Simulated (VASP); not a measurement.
# CdO2 (P-3m1) in VASP: notebook

Runs on CdO2. Level: r2SCAN. Tasks: single point.

All numbers are computed with VASP 6.6.1; they aren't measurements. Logs are shortened: lines on timing, memory, paths and dates and some standing lists are left out, and cuts for length are marked.

### Step 1. The cell of the first run

Symmetry: P-3m1, No. 164, trigonal system. Conventional cell: a = 3.476 Å, b = 3.476 Å, c = 4.148 Å, α = 90.00°, β = 90.00°, γ = 120.00°. Cd (site symmetry -3m) has 6 O at 2.25 Å within 3.0 Å. Within 3.0 Å of O (site symmetry 3m) lie 3 Cd at 2.25 Å and 6 O at 2.85 to 2.92 Å.

### Step 2. Single point, r2SCAN

Input file POSCAR:

```
CdO2
1.0
    3.4762295800      0.0000000000      0.0000000000
   -1.7381147900      3.0105031200      0.0000000000
    0.0000000000      0.0000000000      4.1480760000
Cd O
1 2
Direct
    0.0000000000      0.0000000000      0.0000000000
    0.6666666667      0.3333333333      0.7557810000
    0.3333333333      0.6666666667      0.2442190000
```

Input file INCAR.step1:

```
PREC = Accurate
ENCUT = 520
ISMEAR = -1
SIGMA = 0.25
LREAL = F
LASPH = T
NELM = 100
NBANDS = 19
GGA = PE
ALGO = Normal
EDIFF = 1E-4
LWAVE = T
LCHARG = F
```

Input file INCAR.step2:

```
PREC = Accurate
ENCUT = 520
EDIFF = 1E-7
ISMEAR = -1
SIGMA = 0.25
LREAL = F
LASPH = T
NELM = 100
ALGO = Normal
ISIF = 2
LWAVE = F
LCHARG = T
METAGGA = R2SCAN
LMIXTAU = T
LELF = T
LVHAR = T
NBANDS = 19
ISTART = 1
```

Input file KPOINTS:

```
Automatic mesh
0
Gamma
  9 9 7
```

Potentials or basis: VASP PAW PBE potentials, release 64 (Cd, O).

Command:

```sh
$ cat potpaw_PBE.64/Cd/POTCAR potpaw_PBE.64/O/POTCAR > POTCAR
$ cp INCAR.step1 INCAR
$ mpirun -np 1 vasp_std > vasp.out
$ cp INCAR.step2 INCAR
$ mpirun -np 1 vasp_std > vasp.out
```

OUTCAR:

```text
PREC = Accurate
   ENCUT = 520
   EDIFF = 1E-7
   ISMEAR = -1
   LREAL = F
   LASPH = T
   NELM = 100
   ISIF = 2
   METAGGA = R2SCAN
   ISTART = 1

 ion  position               nearest neighbor table
   1  0.000  0.000  0.000-   3 2.25   2 2.25   3 2.25   2 2.25   2 2.25   3 2.25
   2  0.667  0.333  0.756-   1 2.25   1 2.25   1 2.25
   3  0.333  0.667  0.244-   1 2.25   1 2.25   1 2.25

  LATTYP: Found a hexagonal cell.
 ALAT       =     3.4762295800
 C/A-ratio  =     1.1932687139

  Lattice vectors:

 A1 = (   3.4762295800,   0.0000000000,   0.0000000000)
 A2 = (  -1.7381147900,   3.0105031200,   0.0000000000)
 A3 = (   0.0000000000,   0.0000000000,   4.1480760000)

Analysis of symmetry for initial positions (statically):
=====================================================================
 Subroutine PRICEL returns:
 Original cell was already a primitive cell.

 Routine SETGRP: Setting up the symmetry group for a
 hexagonal supercell.

 Subroutine GETGRP returns: Found 12 space group operations
 (whereof 12 operations were pure point group operations)
 out of a pool of 24 trial point group operations.

The static configuration has the point symmetry D_3d.

Analysis of symmetry for dynamics (positions and initial velocities):
=====================================================================
 Subroutine PRICEL returns:
 Original cell was already a primitive cell.

 Routine SETGRP: Setting up the symmetry group for a
 hexagonal supercell.

 Subroutine GETGRP returns: Found 12 space group operations
 (whereof 12 operations were pure point group operations)
 out of a pool of 24 trial point group operations.

The dynamic configuration has the point symmetry D_3d.

 Subroutine INISYM returns: Found 12 space group operations
 (whereof 12 operations are pure point group operations),
 and found     1 'primitive' translations

----------------------------------------------------------------------------------------

                                     Primitive cell

  volume of cell :      43.4104

  direct lattice vectors                    reciprocal lattice vectors
     3.476229580  0.000000000  0.000000000     0.287667997  0.166085196  0.000000000
    -1.738114790  3.010503120  0.000000000     0.000000000  0.332170392  0.000000000
     0.000000000  0.000000000  4.148076000     0.000000000  0.000000000  0.241075622

  length of vectors
     3.476229580  3.476229575  4.148076000     0.332170391  0.332170392  0.241075622

  position of ions in fractional coordinates (direct lattice)
     0.000000000  0.000000000  0.000000000
     0.666666667  0.333333333  0.755781000
     0.333333333  0.666666667  0.244219000

  ion indices of the primitive-cell ions
   primitive index   ion index
                 1           1
                 2           2
                 3           3

----------------------------------------------------------------------------------------

 KPOINTS: Automatic mesh

Automatic generation of k-mesh.
 Grid dimensions read from file:
 generate k-points for:    9    9    7

 Generating k-lattice:

  Cartesian coordinates                     Fractional coordinates (reciprocal lattice)
     0.031963111  0.018453911  0.000000000     0.111111111  0.000000000  0.000000000
     0.000000000  0.036907821  0.000000000     0.000000000  0.111111111  0.000000000
     0.000000000  0.000000000  0.034439375     0.000000000  0.000000000  0.142857143

  Length of vectors
     0.036907821  0.036907821  0.034439375

  Shift w.r.t. Gamma in fractional coordinates (k-lattice)
     0.000000000  0.000000000  0.000000000

 Subroutine IBZKPT returns following result:
 ===========================================

 Found     69 irreducible k-points:

 Following reciprocal coordinates:
            Coordinates               Weight
  0.000000  0.000000  0.000000      1.000000
  0.111111  0.000000  0.000000      6.000000
  0.222222  0.000000  0.000000      6.000000
  0.333333 -0.000000  0.000000      6.000000
  0.444444  0.000000  0.000000      6.000000
  0.111111  0.111111  0.000000      6.000000
[... 16 lines left out ...]
  0.222222  0.111111  0.142857     12.000000
 -0.111111  0.333333  0.142857     12.000000
 [... further k-points ...]
   k-points           NKPTS =     69   k-points in BZ     NKDIM =     69   number of bands    NBANDS=     19
   number of dos      NEDOS =    301   number of ions     NIONS =      3
   total plane-waves  NPLWV =  25088
   dimension x,y,z NGX =    28 NGY =   28 NGZ =   32
   dimension x,y,z NGXF=    56 NGYF=   56 NGZF=   64
   ions per type =               1   2
   NGX,Y,Z   is equivalent  to a cutoff of  13.39, 13.39, 12.82 a.u.
   NGXF,Y,Z  is equivalent  to a cutoff of  26.78, 26.78, 25.65 a.u.
 SYSTEM =  unknown system
   PREC   = accura    normal or accurate (medium, high low for compatibility)
   ISTART =      1    job   : 0-new  1-cont  2-samecut
   ICHARG =      0    charge: 1-file 2-atom 10-const
[... 86 lines left out ...]
  band No.  band energies     occupation
      1     -18.8347      2.00000
      2     -17.8676      2.00000
      3      -8.0952      2.00000
      4      -7.9408      2.00000
      5      -7.7312      2.00000
      6      -7.4324      2.00000
[... 11 lines left out ...]
     18      14.3494      0.00000
     19      15.6746      0.00000

 k-point     4 :       0.3333   -0.0000    0.0000
  band No.  band energies     occupation
      1     -18.6080      2.00000
      2     -18.0183      2.00000
      3      -7.9616      2.00000
      4      -7.8470      2.00000
      5      -7.5071      2.00000
      6      -7.3205      2.00000
[... 11 lines left out ...]
     18      14.2602      0.00000
     19      14.7787      0.00000

 k-point     5 :       0.4444    0.0000    0.0000
  band No.  band energies     occupation
      1     -18.3951      2.00000
      2     -18.1745      2.00000
      3      -7.9134      2.00000
      4      -7.8977      2.00000
      5      -7.4244      2.00000
      6      -7.2146      2.00000
[... 11 lines left out ...]
     18      13.5580      0.00000
     19      14.9642      0.00000

 k-point     6 :       0.1111    0.1111    0.0000
  band No.  band energies     occupation
      1     -18.8889      2.00000
      2     -17.8312      2.00000
      3      -8.1401      2.00000
      4      -7.9944      2.00000
      5      -7.8010      2.00000
      6      -7.4142      2.00000
[... 11 lines left out ...]
     18      14.2849      0.00000
     19      16.3868      0.00000

 k-point     7 :       0.2222    0.1111    0.0000
  band No.  band energies     occupation
      1     -18.6909      2.00000
      2     -17.9610      2.00000
      3      -7.9914      2.00000
      4      -7.7945      2.00000
      5      -7.6207      2.00000
      6      -7.4067      2.00000
[... 11 lines left out ...]
     18      13.9457      0.00000
     19      15.6612      0.00000

 k-point     8 :       0.3333    0.1111    0.0000
  band No.  band energies     occupation
      1     -18.4757      2.00000
      2     -18.1061      2.00000
      3      -7.8961      2.00000
      4      -7.8132      2.00000
      5      -7.4662      2.00000
      6      -7.2860      2.00000
[... 256 lines left out ...]
 k-point    20 :       0.4444    0.0000    0.1429
  band No.  band energies     occupation
      1     -18.3544      2.00000
      2     -18.2105      2.00000
      3      -7.9217      2.00000
      4      -7.9126      2.00000
      5      -7.3962      2.00000
      6      -7.2167      2.00000
[... 11 lines left out ...]
     18      14.9005      0.00000
     19      15.4958      0.00000

 k-point    21 :       0.0000    0.4444    0.1429
  band No.  band energies     occupation
      1     -18.4077      2.00000
      2     -18.1528      2.00000
      3      -7.9351      2.00000
      4      -7.9309      2.00000
      5      -7.3979      2.00000
      6      -7.2135      2.00000
[... 11 lines left out ...]
     18      14.9803      0.00000
     19      15.5045      0.00000

 k-point    22 :       0.1111    0.1111    0.1429
  band No.  band energies     occupation
      1     -18.8458      2.00000
      2     -17.8781      2.00000
      3      -8.1383      2.00000
      4      -8.0227      2.00000
      5      -7.7533      2.00000
      6      -7.4206      2.00000
[... 11 lines left out ...]
     18      14.4263      0.00000
     19      16.7609      0.00000

 k-point    23 :       0.2222    0.1111    0.1429
  band No.  band energies     occupation
      1     -18.6501      2.00000
      2     -18.0021      2.00000
      3      -7.9862      2.00000
      4      -7.7816      2.00000
      5      -7.6358      2.00000
      6      -7.3944      2.00000
[... 11 lines left out ...]
     18      14.6129      0.00000
     19      16.1360      0.00000

 k-point    24 :      -0.1111    0.3333    0.1429
  band No.  band energies     occupation
      1     -18.6644      2.00000
      2     -17.9836      2.00000
      3      -8.0008      2.00000
      4      -7.8537      2.00000
      5      -7.5715      2.00000
      6      -7.4355      2.00000
[... 11 lines left out ...]
     18      14.7227      0.00000
     19      16.2294      0.00000

 [... further k-points ...]
[... 5 lines left out ...]
  --------------------------------------------------------------------------------------
  -------------------------------------------------------------------------------------
  Total       -1.8485007     -1.8485007     -1.7446609      0.0000000      0.0000000      0.0000000
  in kB      -68.2238109    -68.2238107    -64.3913261      0.0000000      0.0000000      0.0000000
  external PRESSURE =     -66.9463159 kB  Pullay stress =       0.0000000 kB

 VOLUME and BASIS-vectors are now :
 -----------------------------------------------------------------------------
  energy-cutoff  :      520.00
  volume of cell :       43.41
      direct lattice vectors                 reciprocal lattice vectors
     3.476229580  0.000000000  0.000000000     0.287667997  0.166085196  0.000000000
    -1.738114790  3.010503120  0.000000000     0.000000000  0.332170392  0.000000000
     0.000000000  0.000000000  4.148076000     0.000000000  0.000000000  0.241075622

 POSITION                                       TOTAL-FORCE (eV/Angst)
 -----------------------------------------------------------------------------------
      0.00000      0.00000      0.00000         0.000000      0.000000      0.000000
      1.73811      1.00350      3.13504         0.000000      0.000000      0.213152
     -0.00000      2.00700      1.01304        -0.000000      0.000000     -0.213152
 -----------------------------------------------------------------------------------
    total drift:                                0.000000     -0.000000      0.000000

  FREE ENERGIE OF THE ION-ELECTRON SYSTEM (eV)
  ---------------------------------------------------
  free  energy   TOTEN  =       -32.1554992363 eV

  energy  without entropy=      -31.4855449702  energy(sigma->0) =      -31.82052210
```

Run time: 98 s. Hardware: 1 thread of Intel Xeon 6975P-C (Granite Rapids), shared host; peak memory 0.2 GiB.

What came out:

* Free energy: -32.1555 eV
* Pressure: -6.7 GPa
* Largest force: 0.213 eV/Å
* Band gap on the k mesh: zero (band 12 reaches -0.59 eV, above the bottom of band 13 at -1.52 eV)

Forces in eV/Å, atoms in the order of the input:
```
Cd   0.000  0.000  0.000
O    0.000  0.000  0.213
O    0.000  0.000 -0.213
```

Stress tensor (GPa, compression positive):
```
-6.82  0.00  0.00
 0.00 -6.82  0.00
 0.00  0.00 -6.44
```

Levels at points of the mesh, in eV from the Fermi level:
| k point | band 9 | band 10 | band 11 | band 12 | band 13 | band 14 | band 15 | band 16 |
| --- | --- | --- | --- | --- | --- | --- | --- | --- |
| (0.00, 0.00, 0.00) | -0.93 | -0.93 | -0.07 | -0.07 | 0.04 | 3.84 | 9.18 | 14.60 |

Caveat: the PAW data sets were made with another functional, which shifts forces and pressure a little.

### Step 3. Single point, r2SCAN

POSCAR is that of step 2.

Input file INCAR.step1:

```
SYSTEM = CdO2
PREC = Accurate ; ENCUT = 520
ISMEAR = -1 ; SIGMA = 0.15
LREAL = .False. ; LASPH = .True.
NELM = 60 ; NBANDS = 19
GGA = PE ; ALGO = Normal
EDIFF = 1E-4 ; LWAVE = .True.
LCHARG = .False.
```

Input file INCAR.step2:

```
SYSTEM = CdO2
PREC = Accurate ; ENCUT = 520
EDIFF = 1E-6 ; ISMEAR = -1
SIGMA = 0.15 ; LREAL = .False.
LASPH = .True. ; NELM = 60
ALGO = Normal ; ISIF = 2
LWAVE = .False. ; LCHARG = .True.
METAGGA = R2SCAN ; LMIXTAU = .True.
LELF = .True. ; LVHAR = .True.
NBANDS = 19 ; ISTART = 1
```

Input file KPOINTS:

```
Automatic mesh
0
Gamma
  9 9 7
  0 0 0
```

Potentials or basis: VASP PAW PBE potentials, release 64 (Cd, O).

Command:

```sh
$ cat potpaw_PBE.64/Cd/POTCAR potpaw_PBE.64/O/POTCAR > POTCAR
$ cp INCAR.step1 INCAR
$ mpirun -np 1 vasp_std > vasp.out
$ cp INCAR.step2 INCAR
$ mpirun -np 1 vasp_std > vasp.out
```

Wall time 78 s (1 thread of Intel Xeon 6975P-C (Granite Rapids), shared host); peak memory 0.2 GiB.

The run converged. Its results:

- Free energy: -31.9170 eV
- Pressure: -7.6 GPa
- Largest force: 0.182 eV/Å
- Band gap on the k mesh: zero (band 12 reaches -0.60 eV, above the bottom of band 13 at -1.53 eV)

Forces in eV/Å, atoms in the order of the input:
```
Cd   0.000  0.000  0.000
O    0.000  0.000  0.182
O    0.000  0.000 -0.182
```

Stress tensor (GPa, compression positive):
```
-7.74  0.00  0.00
 0.00 -7.74  0.00
 0.00  0.00 -7.38
```

Levels at points of the mesh, in eV from the Fermi level:
| k point | band 10 | band 11 | band 12 | band 13 | band 14 | band 15 |
| --- | --- | --- | --- | --- | --- | --- |
| (0.00, 0.00, 0.00) | -0.92 | -0.06 | -0.06 | 0.06 | 3.85 | 9.20 |

Caveat: the PAW data sets were made with another functional, which shifts forces and pressure a little.

### Step 4. Single point, r2SCAN

POSCAR is that of step 3.

Input file INCAR.step1:

```
ALGO = Normal
EDIFF = 1E-4
ENCUT = 520
GGA = PE
ISMEAR = -1
LASPH = T
LCHARG = F
LREAL = F
LWAVE = T
NBANDS = 19
NELM = 80
PREC = Accurate
SIGMA = 0.1
```

Input file INCAR.step2:

```
ALGO = Normal
EDIFF = 1E-7
ENCUT = 520
ISIF = 2
ISMEAR = -1
ISTART = 1
LASPH = T
LCHARG = F
LMIXTAU = T
LREAL = F
LWAVE = F
METAGGA = R2SCAN
NBANDS = 19
NELM = 80
PREC = Accurate
SIGMA = 0.1
```

Input file KPOINTS:

```
k-points
0
Gamma
  9 9 7
```

Command:

```sh
$ cat potpaw_PBE.64/Cd/POTCAR potpaw_PBE.64/O/POTCAR > POTCAR
$ cp INCAR.step1 INCAR
$ mpirun -np 1 vasp_std > vasp.out
$ cp INCAR.step2 INCAR
$ mpirun -np 1 vasp_std > vasp.out
```

Wall time 96 s (1 thread of Intel Xeon 6975P-C (Granite Rapids), shared host); peak memory 0.2 GiB.

The run converged. Its results:

| Quantity | Value |
| --- | --- |
| Free energy | -31.8263 eV |
| Pressure | -8.0 GPa |
| Largest force | 0.159 eV/Å |
| Band gap on the k mesh | zero (band 12 reaches -0.61 eV, above the bottom of band 13 at -1.54 eV) |

Forces on the atoms (eV/Å):
```
Cd   0.000  0.000  0.000
O    0.000  0.000  0.159
O    0.000  0.000 -0.159
```

Stress tensor (GPa, compression positive):
```
-8.07  0.00  0.00
 0.00 -8.07  0.00
 0.00  0.00 -7.87
```

Levels at points of the mesh, in eV from the Fermi level:
```csv
k point,band 10,band 11,band 12,band 13,band 14,band 15
"(0.00, 0.00, 0.00)",-0.92,-0.07,-0.07,0.06,3.85,9.20
```

Caveat: the PAW data sets were made with another functional, which shifts forces and pressure a little.

### Step 5. Single point, r2SCAN

POSCAR is that of step 4.

Input file INCAR.step1:

```
SYSTEM = CdO2
  PREC = Accurate
  ENCUT = 520
  ISMEAR = -1
  SIGMA = 0.05
  LREAL = .False.
  LASPH = .True.
  NELM = 60
  NBANDS = 19
  GGA = PE
  ALGO = Normal
  EDIFF = 1E-4
  LWAVE = .True.
  LCHARG = .False.
```

Input file INCAR.step2:

```
SYSTEM = CdO2
  PREC = Accurate
  ENCUT = 520
  EDIFF = 1E-6
  ISMEAR = -1
  SIGMA = 0.05
  LREAL = .False.
  LASPH = .True.
  NELM = 60
  ALGO = Normal
  ISIF = 2
  LWAVE = .False.
  LCHARG = .False.
  METAGGA = R2SCAN
  LMIXTAU = .True.
  NBANDS = 19
  ISTART = 1
```

Input file KPOINTS:

```
regular mesh
0
Gamma
  9 9 7
  0 0 0
```

Command:

```sh
$ cat potpaw_PBE.64/Cd/POTCAR potpaw_PBE.64/O/POTCAR > POTCAR
$ cp INCAR.step1 INCAR
$ mpirun -np 1 vasp_std > vasp.out
$ cp INCAR.step2 INCAR
$ mpirun -np 1 vasp_std > vasp.out
```

Run time: 77 s. Hardware: 1 thread of Intel Xeon 6975P-C (Granite Rapids), shared host; peak memory 0.2 GiB.

It converged, with:

```
Free energy            : -31.7662 eV
Pressure               : -8.4 GPa
Largest force          : 0.129 eV/Å
Band gap on the k mesh : zero (band 12 reaches -0.62 eV, above the bottom of band 13 at -1.55 eV)
```

Forces in eV/Å, atoms in the order of the input:
```
Cd   0.000  0.000  0.000
O    0.000  0.000  0.129
O    0.000  0.000 -0.129
```

Stress tensor (GPa, compression positive):
```
-8.37  0.00  0.00
 0.00 -8.37  0.00
 0.00  0.00 -8.47
```

Levels at points of the mesh, in eV from the Fermi level:
```csv
k point,band 10,band 11,band 12,band 13,band 14,band 15
"(0.00, 0.00, 0.00)",-0.93,-0.08,-0.08,0.05,3.85,9.19
```

Caveat: the PAW data sets were made with another functional, which shifts forces and pressure a little.

### Step 6. Single point, r2SCAN

POSCAR is that of step 5.

Input file INCAR.step1:

```
  ALGO = Normal
  EDIFF = 1E-4
  ENCUT = 520
  GGA = PE
  ISMEAR = -1
  LASPH = True
  LCHARG = False
  LREAL = False
  LWAVE = True
  NBANDS = 19
  NELM = 80
  PREC = Accurate
  SIGMA = 0.025
```

Input file INCAR.step2:

```
  ALGO = Normal
  EDIFF = 1E-6
  ENCUT = 520
  ISIF = 2
  ISMEAR = -1
  ISTART = 1
  LASPH = True
  LCHARG = True
  LELF = True
  LMIXTAU = True
  LREAL = False
  LVHAR = True
  LWAVE = False
  METAGGA = R2SCAN
  NBANDS = 19
  NELM = 80
  PREC = Accurate
  SIGMA = 0.025
```

Input file KPOINTS:

```
k-points
0
Gamma
  9 9 7
```

Potentials or basis: VASP PAW PBE potentials, release 64 (Cd, O).

Command:

```sh
$ cat potpaw_PBE.64/Cd/POTCAR potpaw_PBE.64/O/POTCAR > POTCAR
$ cp INCAR.step1 INCAR
$ mpirun -np 1 vasp_std > vasp.out
$ cp INCAR.step2 INCAR
$ mpirun -np 1 vasp_std > vasp.out
```

Run time: 78 s. Hardware: 1 thread of Intel Xeon 6975P-C (Granite Rapids), shared host; peak memory 0.2 GiB.

Results (log left out):

```yaml
Free_energy: -31.7522 eV
Pressure: -8.5 GPa
Largest_force: 0.111 eV/Å
Band_gap_on_the_k_mesh: zero (band 12 reaches -0.62 eV, above the bottom of band 13 at -1.55 eV)
```

Forces in eV/Å, atoms in the order of the input:
```
Cd   0.000  0.000  0.000
O    0.000  0.000  0.111
O    0.000  0.000 -0.111
```

Stress tensor (GPa, compression positive):
```
-8.41  0.00  0.00
 0.00 -8.41  0.00
 0.00  0.00 -8.67
```

Levels at points of the mesh, in eV from the Fermi level:
| k point | band 8 | band 9 | band 10 | band 11 | band 12 | band 13 | band 14 | band 15 | band 16 | band 17 |
| --- | --- | --- | --- | --- | --- | --- | --- | --- | --- | --- |
| (0.00, 0.00, 0.00) | -2.19 | -0.93 | -0.93 | -0.08 | -0.08 | 0.05 | 3.85 | 9.20 | 14.61 | 14.61 |

Caveat: the PAW data sets were made with another functional, which shifts forces and pressure a little.

### Step 7. Summary

| smearing | gap on the mesh (eV) | pressure (GPa) | largest force (eV/Å) |
| --- | --- | --- | --- |
| fermi-dirac 0.25 eV | none | -6.7 | 0.21 |
| fermi-dirac 0.15 eV | none | -7.6 | 0.18 |
| fermi-dirac 0.1 eV | none | -8.0 | 0.16 |
| fermi-dirac 0.05 eV | none | -8.4 | 0.13 |
| fermi-dirac 0.025 eV | none | -8.5 | 0.11 |

Alike in all rows: task single point; level r2SCAN; potentials or basis VASP PAW PBE potentials, release 64 (Cd, O); no spin polarisation; cell as given; k mesh 9 × 9 × 7; cutoff (eV) 520.

Every run on the cell as given and a fine mesh finds a metal.

Caveats: the PAW data sets were made with another functional, which shifts forces and pressure a little.

Total energies depend on the potentials used, so only differences within one code and one set of settings carry meaning.
